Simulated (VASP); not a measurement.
# CoH4 (P-1) in VASP: relaxation of cell and atoms with PBE

Aim: the relaxation of cell and atoms of CoH4 with PBE.

Program: VASP 6.6.1. These are calculated values, not measurements. Logs are shortened: lines on timing, memory, paths and dates and some standing lists are left out, and cuts for length are marked.

## (1) The cell of the first run

The typed cell holds 10 atoms: a = 2.513 Å, b = 2.514 Å, c = 9.617 Å, α = 92.05°, β = 92.16°, γ = 94.32°.

## (2) Relaxation of cell and atoms, PBE

INCAR reads:

```
PREC = Accurate
ENCUT = 600
EDIFF = 1E-6
ISMEAR = 0
SIGMA = 0.1
LREAL = F
LASPH = T
NELM = 80
ALGO = Normal
ISIF = 3
LWAVE = F
LCHARG = F
GGA = PE
IBRION = 2
NSW = 90
EDIFFG = -0.04
```

KPOINTS reads:

```
regular mesh
0
Gamma
  6 6 2
```

POSCAR reads:

```
CoH4
1.0
    2.5132738494      0.0000000000      0.0000000000
   -0.1893318572      2.5066901121      0.0000000000
   -0.3623912505     -0.3729950580      9.6030716325
Co H
2 8
Direct
    0.2481791603      0.2290011626      0.7500461220
    0.7518208397      0.7709988374      0.2499538780
    0.2646145567      0.7447231801      0.8563605974
    0.2683268346      0.7868479730      0.3562960456
    0.2353075507      0.7552593430      0.1436152110
    0.2316259559      0.7131891857      0.6437303750
    0.7353854433      0.2552768199      0.1436394026
    0.7316731654      0.2131520270      0.6437039544
    0.7646924493      0.2447406570      0.8563847890
    0.7683740441      0.2868108143      0.3562696250
```

Potentials or basis: VASP PAW PBE potentials, release 64 (Co, H).

Run with:

```sh
$ cat potpaw_PBE.64/Co/POTCAR potpaw_PBE.64/H/POTCAR > POTCAR
$ mpirun -np 1 vasp_std > vasp.out
```

OUTCAR:

```text
PREC = Accurate
   ENCUT = 600
   EDIFF = 1E-6
   ISMEAR = 0
   LREAL = F
   LASPH = T
   NELM = 80
   ISIF = 3
   GGA = PE
   IBRION = 2
   NSW = 90
   EDIFFG = -0.04

 ion  position               nearest neighbor table
   1  0.248  0.229  0.750-   3 1.62   8 1.62   9 1.62   9 1.62   6 1.62   8 1.62   6 1.62   3 1.62

   2  0.752  0.771  0.250-   7 1.62   4 1.62   5 1.62   5 1.62  10 1.62   4 1.62  10 1.62   7 1.62

   3  0.265  0.745  0.856-   1 1.62   1 1.62
   4  0.268  0.787  0.356-   2 1.62   2 1.62
   5  0.235  0.755  0.144-   2 1.62   2 1.62
   6  0.232  0.713  0.644-   1 1.62   1 1.62
   7  0.735  0.255  0.144-   2 1.62   2 1.62
   8  0.732  0.213  0.644-   1 1.62   1 1.62
   9  0.765  0.245  0.856-   1 1.62   1 1.62
  10  0.768  0.287  0.356-   2 1.62   2 1.62

  LATTYP: Found a triclinic cell.
 ALAT       =     3.4182161578
 B/A-ratio  =     0.7352588992
 C/A-ratio  =     2.8134975828
 COS(alpha) =     0.0376817995
 COS(beta)  =     0.0540605872
 COS(gamma) =     0.6798698166

  Lattice vectors:

 A1 = (   2.3239419922,   2.5066901121,   0.0000000000)
 A2 = (   2.5132738494,   0.0000000000,   0.0000000000)
 A3 = (   0.3623912505,   0.3729950580,  -9.6030716325)

Analysis of symmetry for initial positions (statically):
=====================================================================
 Subroutine PRICEL returns:
 Original cell was already a primitive cell.

 Routine SETGRP: Setting up the symmetry group for a
 triclinic supercell.

 Subroutine GETGRP returns: Found  2 space group operations
 (whereof  2 operations were pure point group operations)
 out of a pool of  2 trial point group operations.

The static configuration has the point symmetry S_2 .

Analysis of symmetry for dynamics (positions and initial velocities):
=====================================================================
 Subroutine PRICEL returns:
 Original cell was already a primitive cell.

 Routine SETGRP: Setting up the symmetry group for a
 triclinic supercell.

 Subroutine GETGRP returns: Found  2 space group operations
 (whereof  2 operations were pure point group operations)
 out of a pool of  2 trial point group operations.

The dynamic configuration has the point symmetry S_2 .

 Subroutine INISYM returns: Found  2 space group operations
 (whereof  2 operations are pure point group operations),
 and found     1 'primitive' translations

----------------------------------------------------------------------------------------

                                     Primitive cell

  volume of cell :      60.4993

  direct lattice vectors                    reciprocal lattice vectors
     2.513273849  0.000000000  0.000000000     0.397887401  0.030052682  0.016182365
    -0.189331857  2.506690112  0.000000000     0.000000000  0.398932439  0.015495024
    -0.362391250 -0.372995058  9.603071633     0.000000000  0.000000000  0.104133348

  length of vectors
     2.513273849  2.513830120  9.617142897     0.399348740  0.399233248  0.104133348

  position of ions in fractional coordinates (direct lattice)
     0.248179160  0.229001163  0.750046122
     0.751820840  0.770998837  0.249953878
     0.264614557  0.744723180  0.856360597
     0.268326835  0.786847973  0.356296046
     0.235307551  0.755259343  0.143615211
     0.231625956  0.713189186  0.643730375
     0.735385443  0.255276820  0.143639403
     0.731673165  0.213152027  0.643703954
     0.764692449  0.244740657  0.856384789
     0.768374044  0.286810814  0.356269625

  ion indices of the primitive-cell ions
   primitive index   ion index
                 1           1
                 2           2
                 3           3
                 4           4
                 5           5
                 6           6
                 7           7
                 8           8
                 9           9
                10          10

----------------------------------------------------------------------------------------

 KPOINTS: regular mesh

Automatic generation of k-mesh.
 Grid dimensions read from file:
 generate k-points for:    6    6    2

 Generating k-lattice:

  Cartesian coordinates                     Fractional coordinates (reciprocal lattice)
     0.066314567  0.005008780  0.002697061     0.166666667 -0.000000000  0.000000000
     0.000000000  0.066488740  0.002582504     0.000000000  0.166666667 -0.000000000
     0.000000000  0.000000000  0.052066674     0.000000000  0.000000000  0.500000000

  Length of vectors
     0.066558123  0.066538875  0.052066674

  Shift w.r.t. Gamma in fractional coordinates (k-lattice)
     0.000000000  0.000000000  0.000000000

 Subroutine IBZKPT returns following result:
 ===========================================

 Found     40 irreducible k-points:

 Following reciprocal coordinates:
            Coordinates               Weight
  0.000000  0.000000  0.000000      1.000000
  0.166667  0.000000 -0.000000      2.000000
  0.333333 -0.000000  0.000000      2.000000
  0.500000 -0.000000  0.000000      1.000000
  0.000000  0.166667 -0.000000      2.000000
  0.166667  0.166667  0.000000      2.000000
[... 16 lines left out ...]
  0.333333 -0.000000  0.500000      2.000000
  0.500000 -0.000000  0.500000      1.000000
 [... further k-points ...]
   k-points           NKPTS =     40   k-points in BZ     NKDIM =     40   number of bands    NBANDS=     19
   number of dos      NEDOS =    301   number of ions     NIONS =     10
   total plane-waves  NPLWV =  32000
   dimension x,y,z NGX =    20 NGY =   20 NGZ =   80
   dimension x,y,z NGXF=    40 NGYF=   40 NGZF=  160
   ions per type =               2   8
   NGX,Y,Z   is equivalent  to a cutoff of  13.23, 13.23, 13.83 a.u.
   NGXF,Y,Z  is equivalent  to a cutoff of  26.46, 26.45, 27.66 a.u.
 SYSTEM =  unknown system
   PREC   = accura    normal or accurate (medium, high low for compatibility)
   ISTART =      0    job   : 0-new  1-cont  2-samecut
   ICHARG =      2    charge: 1-file 2-atom 10-const
   ISPIN  =      1    spin polarized calculation?
   LNONCOLLINEAR =      F non collinear calculations
   LSORBIT =      F    spin-orbit coupling
   LASPH  =      T    aspherical Exc in radial PAW
   ENCUT  =  600.0 eV  44.10 Ry    6.64 a.u.   5.02  5.02 19.21*2*pi/ulx,y,z
   NELM   =     80;   NELMIN=  2; NELMDL= -5     # of ELM steps
   EDIFF  = 0.1E-05   stopping-criterion for ELM
   LREAL  =      F    real-space projection
   EDIFFG = -.4E-01   stopping-criterion for IOM
   NSW    =     90    number of steps for IOM
   IBRION =      2    ionic relax: 0-MD 1-quasi-New 2-CG
   NFREE  =      1    steps in history (QN), initial steepest desc. (CG)
   ISIF   =      3    stress and relaxation
   ISYM   =      2    0-nonsym 1-usesym 2-fastsym
   POTIM  = 0.5000    time-step for ionic-motion
   TEBEG  =    0.0;   TEEND  =   0.0 temperature during run
   PSTRESS=    0.0 pullay stress
   NELECT =      26.0000    total number of electrons
   NUPDOWN=      -1.0000    fix difference up-down
   EMIN   =  10.00;   EMAX   =-10.00  energy-range for DOS
   EFERMI =   0.00;   METHOD = LEGACY
   ISMEAR =     0;   SIGMA  =   0.10  broadening in eV -4-tet -1-fermi 0-gaus
   EFERMI_NEDOS =   21; number of points for ismear=-14 and -15
   IALGO  =     38    algorithm
   IMIX   =      4    mixing-type and parameters
     AMIX     =   0.40;   BMIX     =  1.00
     AMIX_MAG =   1.60;   BMIX_MAG =  1.00
  volume/ion in A,a.u.               =       6.05        40.83
  Fermi-wavevector in a.u.,A,eV,Ry     =   1.235423  2.334611 20.766169  1.526270
  Thomas-Fermi vector in A             =   2.370073
   LORBIT       =      0    0 simple, 1 ext, 2 COOP (PROOUT), +10 PAW based schemes
   GGA     = PE    functional components
   LHFCALC =     F    Hartree Fock is set to
   AEXX    =    0.0000 exact exchange contribution
   IVDW    =     0    specifies the selected vdW correction
   LEPSILON=     F    determine dielectric tensor
   LRPA    =     F    only Hartree local field effects (RPA)
 conjugate gradient relaxation of ions
 non-spin polarized calculation
 Gauss-broadening in eV      SIGMA  =   0.10
  energy-cutoff  :      600.00
  volume of cell :       60.50
 maximum number of plane-waves:      2054
   NGX = 11   NGY = 11   NGZ = 39

--------------------------------------- Ionic step        1  -------------------------------------------

 number of electron      25.9999992 magnetization

 Free energy of the ion-electron system (eV)
  ---------------------------------------------------
  ext. energy  EPLUGINS =         0.00000000
  ---------------------------------------------------
  free energy    TOTEN  =       -39.39841446 eV

  energy without entropy =      -39.38700269  energy(sigma->0) =      -39.39270857

 E-fermi :   2.8590     XC(G=0):  -9.9236

 val. band max:        2.8383342031   @ k =   0.5000   0.5000   0.0000
 cond. band min:       2.8798791338   @ k =  -0.3333   0.1667   0.5000
 fundamental gap:      0.0415449307
 Fermi energy:         2.8589604429

 k-point     1 :       0.0000    0.0000    0.0000
  band No.  band energies     occupation
      1      -8.2534      2.00000
      2      -7.8905      2.00000
      3      -4.9141      2.00000
      4      -3.9425      2.00000
      5      -1.8376      2.00000
      6      -1.8291      2.00000
[... 11 lines left out ...]
     18       9.9621      0.00000
     19      11.4011      0.00000
[... 679 lines left out ...]
  energy  without entropy=      -39.4933949745  energy(sigma->0) =      -39.49624848

--------------------------------------- Ionic step        5  -------------------------------------------

 number of electron      26.0000002 magnetization

 Free energy of the ion-electron system (eV)
  ---------------------------------------------------
  ext. energy  EPLUGINS =         0.00000000
  ---------------------------------------------------
  free energy    TOTEN  =       -39.49991473 eV

  energy without entropy =      -39.49435535  energy(sigma->0) =      -39.49713504

 E-fermi :   2.5303     XC(G=0):  -9.7837

 val. band max:        2.4478386873   @ k =   0.3333   0.1667  -0.0000
 cond. band min:       2.6100054294   @ k =   0.3333   0.1667   0.5000
 fundamental gap:      0.1621667421
 Fermi energy:         2.5302856874

 k-point     1 :       0.0000    0.0000    0.0000
  band No.  band energies     occupation
      1      -8.2796      2.00000
      2      -7.9131      2.00000
      3      -4.7658      2.00000
      4      -3.7359      2.00000
      5      -2.2472      2.00000
      6      -2.2364      2.00000
[... 11 lines left out ...]
     18      10.0474      0.00000
     19      10.6066      0.00000
[... 543 lines left out ...]
  FREE ENERGIE OF THE ION-ELECTRON SYSTEM (eV)
  ---------------------------------------------------
  free  energy   TOTEN  =       -39.4999147336 eV

  energy  without entropy=      -39.4943553524  energy(sigma->0) =      -39.49713504

 reached required accuracy - stopping structural energy minimisation
```

Run time: 2 min. Hardware: 1 thread of Intel Xeon 6975P-C (Granite Rapids), shared host; peak memory 0.2 GiB.

What came out:

| Item | Value |
| --- | --- |
| Free energy | -39.4999 eV |
| Relaxed volume | 6.26 Å³/atom |
| Relaxed cell | a = 2.567 Å, b = 2.567 Å, c = 9.512 Å, α = 92.27°, β = 92.38°, γ = 90.36° |
| Space group after relaxing (to 0.1 Å) | P-1 (No. 2) |
| Energy gained by relaxing | 10.2 meV/atom |
| Ionic steps | 5 |
| Pressure after relaxing | -0.4 GPa |
| Largest force after relaxing | 0.016 eV/Å |
| Band gap on the k mesh | zero (bands 13 and 14 overlap by 2.61 eV) |

Forces in eV/Å, atoms in the order of the input:
```
Co   0.000  0.000 -0.002
Co   0.000  0.000  0.002
H    0.001 -0.001  0.016
H    0.000  0.000  0.015
H    0.001  0.000 -0.015
H    0.000  0.000 -0.015
H   -0.001  0.001 -0.016
H    0.000  0.000 -0.015
H   -0.001  0.000  0.015
H    0.000  0.000  0.015
```

Stress tensor (GPa, compression positive):
```
-0.94  0.36  0.01
 0.36 -0.87  0.00
 0.01  0.00  0.59
```

Step by step:
```tsv
step	energy change (eV)	largest force (eV/Å)	pressure (GPa)	volume (Å³)
1	0.0000	0.0186	3.17	60.50
2	-0.0504	0.0771	0.81	61.55
3	-0.0774	0.1570	-2.65	63.20
4	-0.1007	0.0172	-0.87	62.70
5	-0.1015	0.0160	-0.41	62.59
```

Final structure:
```
CELL_PARAMETERS angstrom
2.56575 0.08880 0.00017
-0.10472 2.56508 0.00028
-0.38251 -0.39436 9.49607
ATOMIC_POSITIONS crystal
Co 0.24816 0.22895 0.75005
Co 0.75184 0.77105 0.24995
H 0.26447 0.74447 0.85480
H 0.26803 0.78668 0.35472
H 0.23562 0.75543 0.14520
H 0.23181 0.71347 0.64530
H 0.73553 0.25553 0.14520
H 0.73197 0.21332 0.64528
H 0.76438 0.24457 0.85480
H 0.76819 0.28653 0.35470
```

Caveat: the k points lie up to 0.41 Å⁻¹ apart in the final cell, too coarse for converged energies and pressures of a metal; the run has no spin polarisation, though such a crystal can be magnetic.
